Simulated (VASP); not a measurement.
Input of a VASP 6.6.1 run:

The input INCAR:

```
  ALGO = Normal
  EDIFF = 1E-6
  ENCUT = 500
  GGA_COMPAT = False
  ISIF = 2
  ISMEAR = 1
  LASPH = True
  LCHARG = False
  LREAL = False
  LWAVE = False
  NBANDS = 18
  NELM = 120
  PREC = Accurate
  SIGMA = 0.05
```

File KPOINTS:

```
k-points
0
Gamma
  3 3 3
```

The input POSCAR:

```
Br
1.0
    4.5976403800      0.0000000000      0.0000000000
    0.0000000000      4.5976403800      0.0000000000
    0.0000000000      0.0000000000      4.5976403800
Br
3
Direct
    0.4999612369     -0.0011490557      0.0005127474
    0.0008952754      0.5003281554     -0.0004251002
   -0.0008565124      0.0008209004      0.4999123528
```

Potentials or basis: VASP PAW LDA potentials, release 64 (Br).

Command:

```console
$ cat potpaw_LDA.64/Br/POTCAR > POTCAR
$ mpirun -np 1 vasp_std > vasp.out
```

Q: What does it give for the band gap on the k mesh?

A: Zero (an odd number of electrons rules out a gap without spin polarisation).

Q: Predict the largest force.

A: 0.011 eV/Å.

Forces on the atoms (eV/Å):
```
Br   0.001  0.010 -0.004
Br  -0.007 -0.005  0.003
Br   0.007 -0.005  0.001
```

Caveat: the k points lie up to 0.46 Å⁻¹ apart, too coarse for converged energies and pressures of a metal; an odd number of electrons without spin polarisation forces a metal; a magnetic or distorted state may lie lower.
